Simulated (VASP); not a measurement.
# AlRu (I4/mmm) in VASP: notebook

AlRu is run at these levels: PBEsol; tasks: single point.

Program: VASP 6.6.1. These are calculated values, not measurements. Logs are shortened: lines on timing, memory, paths and dates and some standing lists are left out, and cuts for length are marked.

### 1 The cell of the first run

It takes space group I4/mmm (No. 139, tetragonal). Conventional cell: a = 4.209 Å, b = 4.209 Å, c = 5.953 Å, α = 90.00°, β = 90.00°, γ = 90.00°. Within 3.3 Å of Al (site symmetry mmm) lie 8 Ru at 2.51 to 2.64 Å and 6 Al at 2.98 Å. Ru (site symmetry 4mm) has 8 Al at 2.51 to 2.64 Å and 6 Ru at 2.75 to 3.20 Å within 3.3 Å.

### 2 Single point, PBEsol (atoms displaced along a vibrational mode)

INCAR reads:

```
PREC = Accurate ; ENCUT = 520
EDIFF = 1E-6 ; ISMEAR = 0
SIGMA = 0.15 ; LREAL = F
LASPH = T ; NELM = 80
ALGO = Fast ; ISIF = 2
LWAVE = F ; LCHARG = F
GGA = PS ; NBANDS = 25
```

KPOINTS reads:

```
Automatic mesh
0
Gamma
  18 18 18
```

POSCAR reads:

```
AlRu
1.0
   -2.9764078218      0.0000000000     -2.9764078218
    0.0000000000     -2.9764078218     -2.9764078218
   -2.9764078218     -2.9764078218      0.0000000000
Al Ru
2 2
Direct
    0.0000000000      0.0000000000      0.0000000000
    0.5000000000      0.5000000000      0.5000000000
    0.2311013801      0.2688986199      0.2311013801
    0.7688986199      0.7311013801      0.7688986199
```

Potentials or basis: VASP PAW PBE potentials, release 64 (Al, Ru_pv).

Run with:

```
$ cat potpaw_PBE.64/Al/POTCAR potpaw_PBE.64/Ru_pv/POTCAR > POTCAR
$ mpirun -np 1 vasp_std > vasp.out
```

OUTCAR:

```text
PREC = Accurate
   ENCUT = 520
   EDIFF = 1E-6
   ISMEAR = 0
   LREAL = F
   LASPH = T
   NELM = 80
   ISIF = 2
   GGA = PS

 ion  position               nearest neighbor table
   1  0.000  0.000  0.000-   4 2.51   3 2.51   4 2.51   3 2.51   4 2.64   3 2.64   4 2.64   3 2.64
                             2 2.98   2 2.98   2 2.98   2 2.98   2 2.98   2 2.98
   2  0.500  0.500  0.500-   3 2.51   3 2.51   4 2.51   4 2.51   4 2.64   3 2.64   4 2.64   3 2.64
                             1 2.98   1 2.98   1 2.98   1 2.98   1 2.98   1 2.98
   3  0.231  0.269  0.231-   1 2.51   1 2.51   2 2.51   2 2.51   2 2.64   1 2.64   2 2.64   1 2.64
                             4 2.75   4 2.98   4 2.98   4 2.98   4 2.98   4 3.20
   4  0.769  0.731  0.769-   2 2.51   2 2.51   1 2.51   1 2.51   2 2.64   1 2.64   2 2.64   1 2.64
                             3 2.75   3 2.98   3 2.98   3 2.98   3 2.98   3 3.20

  LATTYP: Found a face centered cubic cell.
 ALAT       =     5.9528156436

  Lattice vectors:

 A1 = (  -2.9764078218,   0.0000000000,  -2.9764078218)
 A2 = (   0.0000000000,  -2.9764078218,  -2.9764078218)
 A3 = (  -2.9764078218,  -2.9764078218,   0.0000000000)

Analysis of symmetry for initial positions (statically):
=====================================================================
 Subroutine PRICEL returns:
 Original cell was already a primitive cell.

 Routine SETGRP: Setting up the symmetry group for a
 face centered cubic supercell.

 Subroutine GETGRP returns: Found 16 space group operations
 (whereof  8 operations were pure point group operations)
 out of a pool of 48 trial point group operations.

The static configuration has the point symmetry D_2h.
 The point group associated with its full space group is D_4h.

Analysis of symmetry for dynamics (positions and initial velocities):
=====================================================================
 Subroutine PRICEL returns:
 Original cell was already a primitive cell.

 Routine SETGRP: Setting up the symmetry group for a
 face centered cubic supercell.

 Subroutine GETGRP returns: Found 16 space group operations
 (whereof  8 operations were pure point group operations)
 out of a pool of 48 trial point group operations.

The dynamic configuration has the point symmetry D_2h.
 The point group associated with its full space group is D_4h.

 Subroutine INISYM returns: Found 16 space group operations
 (whereof  8 operations are pure point group operations),
 and found     1 'primitive' translations

----------------------------------------------------------------------------------------

                                     Primitive cell

  volume of cell :      52.7360

  direct lattice vectors                    reciprocal lattice vectors
    -2.976407822  0.000000000 -2.976407822    -0.167987732  0.167987732 -0.167987732
     0.000000000 -2.976407822 -2.976407822     0.167987732 -0.167987732 -0.167987732
    -2.976407822 -2.976407822  0.000000000    -0.167987732 -0.167987732  0.167987732

  length of vectors
     4.209276309  4.209276309  4.209276309     0.290963287  0.290963287  0.290963287

  position of ions in fractional coordinates (direct lattice)
     0.000000000  0.000000000  0.000000000
     0.500000000  0.500000000  0.500000000
     0.231101380  0.268898620  0.231101380
     0.768898620  0.731101380  0.768898620

  ion indices of the primitive-cell ions
   primitive index   ion index
                 1           1
                 2           2
                 3           3
                 4           4

----------------------------------------------------------------------------------------

 KPOINTS: Automatic mesh

Automatic generation of k-mesh.
 Grid dimensions read from file:
 generate k-points for:   18   18   18

 Generating k-lattice:

  Cartesian coordinates                     Fractional coordinates (reciprocal lattice)
    -0.009332652  0.009332652 -0.009332652     0.055555556  0.000000000  0.000000000
     0.009332652 -0.009332652 -0.009332652     0.000000000  0.055555556  0.000000000
    -0.009332652 -0.009332652  0.009332652     0.000000000  0.000000000  0.055555556

  Length of vectors
     0.016164627  0.016164627  0.016164627

  Shift w.r.t. Gamma in fractional coordinates (k-lattice)
     0.000000000  0.000000000  0.000000000

 Subroutine IBZKPT returns following result:
 ===========================================

 Found    480 irreducible k-points:

 Following reciprocal coordinates:
            Coordinates               Weight
  0.000000  0.000000  0.000000      1.000000
  0.055556  0.000000  0.000000      8.000000
  0.111111  0.000000  0.000000      8.000000
  0.166667  0.000000  0.000000      8.000000
  0.222222  0.000000  0.000000      8.000000
  0.277778  0.000000  0.000000      8.000000
[... 16 lines left out ...]
  0.388889  0.055556  0.000000     16.000000
  0.055556  0.000000  0.388889      8.000000
 [... further k-points ...]
   k-points           NKPTS =    480   k-points in BZ     NKDIM =    480   number of bands    NBANDS=     25
   number of dos      NEDOS =    301   number of ions     NIONS =      4
   total plane-waves  NPLWV =  32768
   dimension x,y,z NGX =    32 NGY =   32 NGZ =   32
   dimension x,y,z NGXF=    64 NGYF=   64 NGZF=   64
   ions per type =               2   2
   NGX,Y,Z   is equivalent  to a cutoff of  12.64, 12.64, 12.64 a.u.
   NGXF,Y,Z  is equivalent  to a cutoff of  25.28, 25.28, 25.28 a.u.
 SYSTEM =  unknown system
   PREC   = accura    normal or accurate (medium, high low for compatibility)
   ISTART =      0    job   : 0-new  1-cont  2-samecut
   ICHARG =      2    charge: 1-file 2-atom 10-const
   ISPIN  =      1    spin polarized calculation?
   LNONCOLLINEAR =      F non collinear calculations
   LSORBIT =      F    spin-orbit coupling
   LASPH  =      T    aspherical Exc in radial PAW
   ENCUT  =  520.0 eV  38.22 Ry    6.18 a.u.   7.83  7.83  7.83*2*pi/ulx,y,z
   NELM   =     80;   NELMIN=  2; NELMDL= -5     # of ELM steps
   EDIFF  = 0.1E-05   stopping-criterion for ELM
   LREAL  =      F    real-space projection
   EDIFFG = 0.1E-04   stopping-criterion for IOM
   NSW    =      0    number of steps for IOM
   IBRION =     -1    ionic relax: 0-MD 1-quasi-New 2-CG
   NFREE  =      0    steps in history (QN), initial steepest desc. (CG)
   ISIF   =      2    stress and relaxation
   ISYM   =      2    0-nonsym 1-usesym 2-fastsym
   POTIM  = 0.5000    time-step for ionic-motion
   TEBEG  =    0.0;   TEEND  =   0.0 temperature during run
   PSTRESS=    0.0 pullay stress
   NELECT =      34.0000    total number of electrons
   NUPDOWN=      -1.0000    fix difference up-down
   EMIN   =  10.00;   EMAX   =-10.00  energy-range for DOS
   EFERMI =   0.00;   METHOD = LEGACY
   ISMEAR =     0;   SIGMA  =   0.15  broadening in eV -4-tet -1-fermi 0-gaus
   EFERMI_NEDOS =   21; number of points for ismear=-14 and -15
   IALGO  =     68    algorithm
   IMIX   =      4    mixing-type and parameters
     AMIX     =   0.40;   BMIX     =  1.00
     AMIX_MAG =   1.60;   BMIX_MAG =  1.00
  volume/ion in A,a.u.               =      13.18        88.97
  Fermi-wavevector in a.u.,A,eV,Ry     =   1.414269  2.672581 27.213787  2.000157
  Thomas-Fermi vector in A             =   2.535829
   LORBIT       =      0    0 simple, 1 ext, 2 COOP (PROOUT), +10 PAW based schemes
   GGA     = PS    functional components
   LHFCALC =     F    Hartree Fock is set to
   AEXX    =    0.0000 exact exchange contribution
   IVDW    =     0    specifies the selected vdW correction
   LEPSILON=     F    determine dielectric tensor
   LRPA    =     F    only Hartree local field effects (RPA)
 non-spin polarized calculation
 RMM-DIIS sequential band-by-band and
 Gauss-broadening in eV      SIGMA  =   0.15
  energy-cutoff  :      520.00
  volume of cell :       52.74
 maximum number of plane-waves:      1435
   NGX = 15   NGY = 15   NGZ = 15

 number of electron      34.0000000 magnetization

 Free energy of the ion-electron system (eV)
  ---------------------------------------------------
  ext. energy  EPLUGINS =         0.00000000
  ---------------------------------------------------
  free energy    TOTEN  =       -30.88809380 eV

  energy without entropy =      -30.85438896  energy(sigma->0) =      -30.87124138

 E-fermi :  10.8521     XC(G=0): -12.7582

 val. band max:       10.8509812455   @ k =  -0.3333   0.2222   0.0556
 cond. band min:      10.8533819367   @ k =  -0.4444   0.2778   0.1111
 fundamental gap:      0.0024006911
 Fermi energy:        10.8521281604

 k-point     1 :       0.0000    0.0000    0.0000
  band No.  band energies     occupation
      1     -31.1328      2.00000
      2     -31.0557      2.00000
      3     -31.0557      2.00000
      4     -30.9010      2.00000
      5     -30.9010      2.00000
      6     -30.8896      2.00000
[... 17 lines left out ...]
     24      17.3787      0.00000
     25      19.4943      0.00000

 k-point     2 :       0.0556    0.0000    0.0000
  band No.  band energies     occupation
      1     -31.1322      2.00000
      2     -31.0547      2.00000
      3     -31.0546      2.00000
      4     -30.9024      2.00000
      5     -30.9022      2.00000
      6     -30.8904      2.00000
[... 17 lines left out ...]
     24      17.3645      0.00000
     25      19.5016      0.00000

 k-point     3 :       0.1111    0.0000    0.0000
  band No.  band energies     occupation
      1     -31.1302      2.00000
      2     -31.0517      2.00000
      3     -31.0513      2.00000
      4     -30.9065      2.00000
      5     -30.9058      2.00000
      6     -30.8929      2.00000
[... 552 lines left out ...]
 k-point    23 :       0.3889    0.0556    0.0000
  band No.  band energies     occupation
      1     -31.1174      2.00000
      2     -31.0252      2.00000
      3     -30.9935      2.00000
      4     -30.9713      2.00000
      5     -30.9387      2.00000
      6     -30.9096      2.00000
[... 17 lines left out ...]
     24      17.8019      0.00000
     25      20.4947      0.00000

 k-point    24 :       0.0556    0.0000    0.3889
  band No.  band energies     occupation
      1     -31.1077      2.00000
      2     -31.0287      2.00000
      3     -31.0248      2.00000
      4     -30.9411      2.00000
      5     -30.9351      2.00000
      6     -30.9184      2.00000
[... 17 lines left out ...]
     24      17.7043      0.00000
     25      20.6079      0.00000

 [... further k-points ...]

------------------------ aborting loop because EDIFF is reached ----------------------------------------

  FORCE on cell =-STRESS in cart. coord.  units (eV):
  Direction    XX          YY          ZZ          XY          YZ          ZX
  --------------------------------------------------------------------------------------
  -------------------------------------------------------------------------------------
  Total        1.0705346      0.5460331      0.5460331      0.0000000     -0.0000000      0.0000000
  in kB       32.5240035     16.5890785     16.5890785      0.0000000     -0.0000000      0.0000000
  external PRESSURE =      21.9007202 kB  Pullay stress =       0.0000000 kB

 VOLUME and BASIS-vectors are now :
 -----------------------------------------------------------------------------
  energy-cutoff  :      520.00
  volume of cell :       52.74
      direct lattice vectors                 reciprocal lattice vectors
    -2.976407822  0.000000000 -2.976407822    -0.167987732  0.167987732 -0.167987732
     0.000000000 -2.976407822 -2.976407822     0.167987732 -0.167987732 -0.167987732
    -2.976407822 -2.976407822  0.000000000    -0.167987732 -0.167987732  0.167987732

 POSITION                                       TOTAL-FORCE (eV/Angst)
 -----------------------------------------------------------------------------------
      0.00000      0.00000      0.00000        -0.000000     -0.000000      0.000000
     -2.97641     -2.97641     -2.97641        -0.000000      0.000000      0.000000
     -1.37570     -1.48820     -1.48820        -1.522619      0.000000     -0.000000
     -4.57711     -4.46461     -4.46461         1.522619      0.000000     -0.000000
 -----------------------------------------------------------------------------------
    total drift:                                0.000000     -0.000000     -0.000000

  FREE ENERGIE OF THE ION-ELECTRON SYSTEM (eV)
  ---------------------------------------------------
  free  energy   TOTEN  =       -30.8880937999 eV

  energy  without entropy=      -30.8543889593  energy(sigma->0) =      -30.87124138
```

It took 12 min on 1 thread of Intel Xeon Platinum 8488C (Sapphire Rapids), shared host; peak memory 0.59 GiB.

Results:

```yaml
Free_energy: -30.8881 eV
Pressure: 2.2 GPa
Largest_force: 1.523 eV/Å
Band_gap_on_the_k_mesh: zero (bands 17 and 18 overlap by 2.43 eV)
```

Forces in eV/Å, atoms in the order of the input:
```
Al   0.000  0.000  0.000
Al   0.000  0.000  0.000
Ru  -1.523  0.000  0.000
Ru   1.523  0.000  0.000
```

Levels at points of the mesh, in eV from the Fermi level:
```tsv
k point	band 15	band 16	band 17	band 18	band 19	band 20
(0.00, 0.00, 0.00)	0.12	1.39	1.57	2.99	4.16	4.21
(0.50, 0.00, 0.00)	-1.53	-1.15	-1.07	-0.86	4.62	5.33
(0.50, 0.50, 0.00)	-1.43	-1.43	-1.22	0.59	1.45	2.25
(0.50, 0.00, 0.50)	-1.28	-1.12	-1.12	0.37	1.33	2.36
```

Caveat: the cell differs from its parent crystal (atoms displaced along a vibrational mode); the PAW data sets were made with another functional, which shifts forces and pressure a little.

### 3 Single point, PBEsol (atoms displaced along a vibrational mode)

INCAR reads:

```
SYSTEM = AlRu
ALGO = Fast
EDIFF = 1E-7
ENCUT = 520
GGA = PS
ISIF = 2
ISMEAR = 0
LASPH = .TRUE.
LCHARG = .FALSE.
LREAL = .FALSE.
LWAVE = .FALSE.
NBANDS = 25
NELM = 60
PREC = Accurate
SIGMA = 0.15
```

KPOINTS reads:

```
k-points
0
G
  18 18 18
  0 0 0
```

Edit POSCAR of step 2 so:

```diff
@@ -10,3 +10,3 @@
     0.5000000000      0.5000000000      0.5000000000
-    0.2311013801      0.2688986199      0.2311013801
-    0.7688986199      0.7311013801      0.7688986199
+    0.2437004600      0.2562995400      0.2437004600
+    0.7562995400      0.7437004600      0.7562995400
```

Potentials or basis: VASP PAW PBE potentials, release 64 (Al, Ru_pv).

Run with:

```
$ cat potpaw_PBE.64/Al/POTCAR potpaw_PBE.64/Ru_pv/POTCAR > POTCAR
$ mpirun -np 1 vasp_std > vasp.out
```

Run time: 11 min. Hardware: 1 thread of Intel Xeon Platinum 8488C (Sapphire Rapids), shared host; peak memory 0.58 GiB.

The run converged. Its results:

| Property | Result |
| --- | --- |
| Free energy | -31.0382 eV |
| Pressure | 0.3 GPa |
| Largest force | 0.497 eV/Å |
| Band gap on the k mesh | zero (bands 17 and 18 overlap by 2.83 eV) |

Forces in eV/Å, atoms in the order of the input:
```
Al   0.000  0.000  0.000
Al   0.000  0.000  0.000
Ru  -0.497  0.000  0.000
Ru   0.497  0.000  0.000
```

Stress tensor (GPa, compression positive):
```
0.40 0.00 0.00
0.00 0.25 0.00
0.00 0.00 0.25
```

Levels at points of the mesh, in eV from the Fermi level:
| k point | band 13 | band 14 | band 15 | band 16 | band 17 | band 18 | band 19 | band 20 | band 21 | band 22 |
| --- | --- | --- | --- | --- | --- | --- | --- | --- | --- | --- |
| (0.00, 0.00, 0.00) | 0.15 | 0.18 | 0.18 | 1.63 | 1.65 | 2.73 | 4.13 | 4.14 | 4.14 | 6.14 |
| (0.50, 0.00, 0.00) | -1.47 | -1.45 | -1.43 | -1.33 | -1.23 | -1.18 | 5.22 | 5.42 | 5.48 | 5.61 |
| (0.50, 0.50, 0.00) | -1.63 | -1.40 | -1.39 | -1.22 | -1.20 | 0.47 | 1.55 | 2.33 | 5.36 | 6.41 |
| (0.50, 0.00, 0.50) | -1.68 | -1.36 | -1.36 | -1.19 | -1.19 | 0.44 | 1.54 | 2.34 | 5.35 | 6.43 |

Caveat: the cell differs from its parent crystal (atoms displaced along a vibrational mode); the PAW data sets were made with another functional, which shifts forces and pressure a little.
